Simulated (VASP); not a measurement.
# Na (Im-3m) in VASP: a series of runs, part 3 of 3

VASP 6.6.1. The steps go on from the part before.

## 4. Single point, LDA

INCAR

```
SYSTEM = Na
  ALGO = Normal
  EDIFF = 1E-7
  ENCUT = 520
  ISIF = 2
  ISMEAR = -1
  LASPH = .True.
  LCHARG = .False.
  LREAL = .False.
  LWAVE = .False.
  NBANDS = 10
  NELM = 80
  PREC = Accurate
  SIGMA = 1.0
```

KPOINTS

```
k-points
0
Gamma
  11 11 11
  0 0 0
```

POSCAR

```
Na
1.0
   -2.0287155323      2.0287155323      2.0287155323
    2.0287155323     -2.0287155323      2.0287155323
    2.0287155323      2.0287155323     -2.0287155323
Na
1
Direct
    0.0000000000      0.0000000000      0.0000000000
```

Potentials or basis: VASP PAW LDA potentials, release 64 (Na_pv).

Command:

```
cat potpaw_LDA.64/Na_pv/POTCAR > POTCAR
mpirun -np 1 vasp_std > vasp.out
```

OUTCAR:

```text
SYSTEM = Na
   EDIFF = 1E-7
   ENCUT = 520
   ISIF = 2
   ISMEAR = -1
   LASPH = .True.
   LREAL = .False.
   NELM = 80
   PREC = Accurate

 ion  position               nearest neighbor table
   1  0.000  0.000  0.000-

  LATTYP: Found a body centered cubic cell.
 ALAT       =     4.0574310646

  Lattice vectors:

 A1 = (  -2.0287155323,   2.0287155323,   2.0287155323)
 A2 = (   2.0287155323,  -2.0287155323,   2.0287155323)
 A3 = (   2.0287155323,   2.0287155323,  -2.0287155323)

Analysis of symmetry for initial positions (statically):
=====================================================================
 Subroutine PRICEL returns:
 Original cell was already a primitive cell.

 Routine SETGRP: Setting up the symmetry group for a
 body centered cubic supercell.

 Subroutine GETGRP returns: Found 48 space group operations
 (whereof 48 operations were pure point group operations)
 out of a pool of 48 trial point group operations.

The static configuration has the point symmetry O_h .

Analysis of symmetry for dynamics (positions and initial velocities):
=====================================================================
 Subroutine PRICEL returns:
 Original cell was already a primitive cell.

 Routine SETGRP: Setting up the symmetry group for a
 body centered cubic supercell.

 Subroutine GETGRP returns: Found 48 space group operations
 (whereof 48 operations were pure point group operations)
 out of a pool of 48 trial point group operations.

The dynamic configuration has the point symmetry O_h .

 Subroutine INISYM returns: Found 48 space group operations
 (whereof 48 operations are pure point group operations),
 and found     1 'primitive' translations

----------------------------------------------------------------------------------------

                                     Primitive cell

  volume of cell :      33.3982

  direct lattice vectors                    reciprocal lattice vectors
    -2.028715532  2.028715532  2.028715532     0.000000000  0.246461365  0.246461365
     2.028715532 -2.028715532  2.028715532     0.246461365  0.000000000  0.246461365
     2.028715532  2.028715532 -2.028715532     0.246461365  0.246461365  0.000000000

  length of vectors
     3.513838376  3.513838376  3.513838376     0.348549005  0.348549005  0.348549005

  position of ions in fractional coordinates (direct lattice)
     0.000000000  0.000000000  0.000000000

  ion indices of the primitive-cell ions
   primitive index   ion index
                 1           1

----------------------------------------------------------------------------------------

 KPOINTS: k-points

Automatic generation of k-mesh.
 Grid dimensions read from file:
 generate k-points for:   11   11   11

 Generating k-lattice:

  Cartesian coordinates                     Fractional coordinates (reciprocal lattice)
     0.000000000  0.022405579  0.022405579     0.090909091  0.000000000  0.000000000
     0.022405579  0.000000000  0.022405579     0.000000000  0.090909091  0.000000000
     0.022405579  0.022405579  0.000000000     0.000000000  0.000000000  0.090909091

  Length of vectors
     0.031686273  0.031686273  0.031686273

  Shift w.r.t. Gamma in fractional coordinates (k-lattice)
     0.000000000  0.000000000  0.000000000

 Subroutine IBZKPT returns following result:
 ===========================================

 Found     56 irreducible k-points:

 Following reciprocal coordinates:
            Coordinates               Weight
  0.000000  0.000000  0.000000      1.000000
  0.090909  0.000000  0.000000     12.000000
  0.181818  0.000000  0.000000     12.000000
  0.272727  0.000000  0.000000     12.000000
  0.363636  0.000000  0.000000     12.000000
  0.454545  0.000000  0.000000     12.000000
[... 16 lines left out ...]
  0.272727  0.181818  0.090909     48.000000
  0.363636  0.181818  0.090909     24.000000
 [... further k-points ...]
   k-points           NKPTS =     56   k-points in BZ     NKDIM =     56   number of bands    NBANDS=     10
   number of dos      NEDOS =    301   number of ions     NIONS =      1
   total plane-waves  NPLWV =  21952
   dimension x,y,z NGX =    28 NGY =   28 NGZ =   28
   dimension x,y,z NGXF=    56 NGYF=   56 NGZF=   56
   ions per type =               1
   NGX,Y,Z   is equivalent  to a cutoff of  13.25, 13.25, 13.25 a.u.
   NGXF,Y,Z  is equivalent  to a cutoff of  26.49, 26.49, 26.49 a.u.
 SYSTEM =  Na
   PREC   = accura    normal or accurate (medium, high low for compatibility)
   ISTART =      0    job   : 0-new  1-cont  2-samecut
   ICHARG =      2    charge: 1-file 2-atom 10-const
   ISPIN  =      1    spin polarized calculation?
   LNONCOLLINEAR =      F non collinear calculations
   LSORBIT =      F    spin-orbit coupling
   LASPH  =      T    aspherical Exc in radial PAW
   ENCUT  =  520.0 eV  38.22 Ry    6.18 a.u.   6.53  6.53  6.53*2*pi/ulx,y,z
   NELM   =     80;   NELMIN=  2; NELMDL= -5     # of ELM steps
   EDIFF  = 0.1E-06   stopping-criterion for ELM
   LREAL  =      F    real-space projection
   EDIFFG = 0.1E-05   stopping-criterion for IOM
   NSW    =      0    number of steps for IOM
   IBRION =     -1    ionic relax: 0-MD 1-quasi-New 2-CG
   NFREE  =      0    steps in history (QN), initial steepest desc. (CG)
   ISIF   =      2    stress and relaxation
   ISYM   =      2    0-nonsym 1-usesym 2-fastsym
   POTIM  = 0.5000    time-step for ionic-motion
   TEBEG  =    0.0;   TEEND  =   0.0 temperature during run
   PSTRESS=    0.0 pullay stress
   NELECT =       7.0000    total number of electrons
   NUPDOWN=      -1.0000    fix difference up-down
   EMIN   =  10.00;   EMAX   =-10.00  energy-range for DOS
   EFERMI =   0.00;   METHOD = LEGACY
   ISMEAR =    -1;   SIGMA  =   1.00  broadening in eV -4-tet -1-fermi 0-gaus
   EFERMI_NEDOS =   21; number of points for ismear=-14 and -15
   IALGO  =     38    algorithm
   IMIX   =      4    mixing-type and parameters
     AMIX     =   0.40;   BMIX     =  1.00
     AMIX_MAG =   1.60;   BMIX_MAG =  1.00
  volume/ion in A,a.u.               =      33.40       225.38
  Fermi-wavevector in a.u.,A,eV,Ry     =   0.972448  1.837660 12.866417  0.945655
  Thomas-Fermi vector in A             =   2.102747
   LORBIT       =      0    0 simple, 1 ext, 2 COOP (PROOUT), +10 PAW based schemes
   GGA     = CA    functional components
   LHFCALC =     F    Hartree Fock is set to
   AEXX    =    0.0000 exact exchange contribution
   IVDW    =     0    specifies the selected vdW correction
   LEPSILON=     F    determine dielectric tensor
   LRPA    =     F    only Hartree local field effects (RPA)
 non-spin polarized calculation
  energy-cutoff  :      520.00
  volume of cell :       33.40
 maximum number of plane-waves:       935
 NGX is ok and might be reduce to    28
   NGX = 13   NGY = 13   NGZ = 13

 number of electron       7.0000010 magnetization

 Free energy of the ion-electron system (eV)
  ---------------------------------------------------
  ext. energy  EPLUGINS =         0.00000000
  ---------------------------------------------------
  free energy    TOTEN  =        -2.14613315 eV

  energy without entropy =       -0.84128302  energy(sigma->0) =       -1.49370808

 E-fermi :   0.1764     XC(G=0):  -7.0287

 val. band max:        0.1397455911   @ k =   0.3636   0.0909   0.0000
 cond. band min:       0.2869762960   @ k =  -0.2727   0.4545   0.0909
 fundamental gap:      0.1472307049
 Fermi energy:         0.1764168779

 k-point     1 :       0.0000    0.0000    0.0000
  band No.  band energies     occupation
      1     -24.3995      2.00000
      2     -24.3995      2.00000
      3     -24.3995      2.00000
      4      -3.0442      1.92320
      5      12.7855      0.00001
      6      12.7855      0.00001
      7      12.7855      0.00001
      8      13.9562      0.00000
      9      13.9562      0.00000
     10      14.6620      0.00000
[... 287 lines left out ...]
 k-point    24 :       0.3636    0.1818    0.0909
  band No.  band energies     occupation
      1     -24.4424      2.00000
      2     -24.4230      2.00000
      3     -24.4075      2.00000
      4       1.9152      0.29893
      5       2.4400      0.18836
      6       5.3411      0.01136
      7       7.3509      0.00153
      8      14.5959      0.00000
      9      16.0241      0.00000
     10      17.1950      0.00000

 [... further k-points ...]

------------------------ aborting loop because EDIFF is reached ----------------------------------------

  FORCE on cell =-STRESS in cart. coord.  units (eV):
  Direction    XX          YY          ZZ          XY          YZ          ZX
  --------------------------------------------------------------------------------------
  -------------------------------------------------------------------------------------
  Total        0.3474318      0.3474318      0.3474318     -0.0000000      0.0000000      0.0000000
  in kB       16.6669711     16.6669711     16.6669711     -0.0000000      0.0000000      0.0000000
  external PRESSURE =      16.6669711 kB  Pullay stress =       0.0000000 kB

 VOLUME and BASIS-vectors are now :
 -----------------------------------------------------------------------------
  energy-cutoff  :      520.00
  volume of cell :       33.40
      direct lattice vectors                 reciprocal lattice vectors
    -2.028715532  2.028715532  2.028715532     0.000000000  0.246461365  0.246461365
     2.028715532 -2.028715532  2.028715532     0.246461365  0.000000000  0.246461365
     2.028715532  2.028715532 -2.028715532     0.246461365  0.246461365  0.000000000

 POSITION                                       TOTAL-FORCE (eV/Angst)
 -----------------------------------------------------------------------------------
      0.00000      0.00000      0.00000         0.000000      0.000000      0.000000
 -----------------------------------------------------------------------------------
    total drift:                               -0.000000     -0.000000     -0.000000

  FREE ENERGIE OF THE ION-ELECTRON SYSTEM (eV)
  ---------------------------------------------------
  free  energy   TOTEN  =        -2.1461331462 eV

  energy  without entropy=       -0.8412830221  energy(sigma->0) =       -1.49370808
```

Wall time 10 s (1 thread of Intel Xeon Platinum 8488C (Sapphire Rapids), shared host); peak memory 0.14 GiB.

What came out:

```yaml
Free_energy: -2.1461 eV
Pressure: 1.7 GPa
```

Levels at points of the mesh, in eV from the Fermi level:
| k point | band 1 | band 2 | band 3 | band 4 | band 5 | band 6 | band 7 | band 8 |
| --- | --- | --- | --- | --- | --- | --- | --- | --- |
| (0.00, 0.00, 0.00) | -24.58 | -24.58 | -24.58 | -3.22 | 12.61 | 12.61 | 12.61 | 13.78 |

## 5. Single point, LDA

INCAR

```
SYSTEM = Na
PREC = Accurate
ENCUT = 520
EDIFF = 1E-7
ISMEAR = 0
SIGMA = 0.01
LREAL = .False.
LASPH = .True.
NELM = 80
ALGO = Normal
ISIF = 2
LWAVE = .False.
LCHARG = .False.
NBANDS = 10
```

KPOINTS

```
regular mesh
0
Gamma
  11 11 11
  0 0 0
```

POSCAR is that of step 4.

Command:

```
cat potpaw_LDA.64/Na_pv/POTCAR > POTCAR
mpirun -np 1 vasp_std > vasp.out
```

Run time: 8.6 s. Hardware: 1 thread of Intel Xeon Platinum 8488C (Sapphire Rapids), shared host; peak memory 0.13 GiB.

The run converged. Its results:

```
Free energy : -1.4569 eV
Pressure    : -0.1 GPa
```

Levels at points of the mesh, in eV from the Fermi level:
| k point | band 1 | band 2 | band 3 | band 4 | band 5 | band 6 |
| --- | --- | --- | --- | --- | --- | --- |
| (0.00, 0.00, 0.00) | -24.84 | -24.84 | -24.84 | -3.48 | 12.35 | 12.35 |

## 6. Single point, LDA

INCAR

```
SYSTEM = Na
ALGO = Normal
EDIFF = 1E-6
ENCUT = 520
ISIF = 2
ISMEAR = 0
LASPH = .True.
LCHARG = .False.
LREAL = .False.
LWAVE = .False.
NBANDS = 10
NELM = 100
PREC = Accurate
SIGMA = 0.03
```

KPOINTS

```
k-points
0
Gamma
  11 11 11
  0 0 0
```

POSCAR is that of step 5.

Potentials or basis: VASP PAW LDA potentials, release 64 (Na_pv).

Command:

```
cat potpaw_LDA.64/Na_pv/POTCAR > POTCAR
mpirun -np 1 vasp_std > vasp.out
```

It took 7.9 s on 1 thread of Intel Xeon Platinum 8488C (Sapphire Rapids), shared host; peak memory 0.13 GiB.

Results (log left out):

| Item | Value |
| --- | --- |
| Free energy | -1.4572 eV |
| Pressure | -0.1 GPa |

Levels at points of the mesh, in eV from the Fermi level:
```
           k point  band 1  band 2  band 3  band 4  band 5  band 6
(0.00, 0.00, 0.00)  -24.85  -24.85  -24.85   -3.49   12.33   12.33
```

## 7. The runs side by side

```csv
smearing,gap on the mesh (eV),pressure (GPa)
fermi-dirac 0.3 eV,none,0.1
fermi-dirac 0.6 eV,none,0.6
fermi-dirac 1 eV,none,1.7
gaussian 0.01 eV,none,-0.1
gaussian 0.03 eV,none,-0.1
```

Alike in all rows: task single point; level LDA; potentials or basis VASP PAW LDA potentials, release 64 (Na_pv); no spin polarisation; cell as given; k mesh 11 × 11 × 11; cutoff (eV) 520.

Every run on the cell as given and a fine mesh finds a metal.

Absolute energies hang on the potentials; compare differences alone.
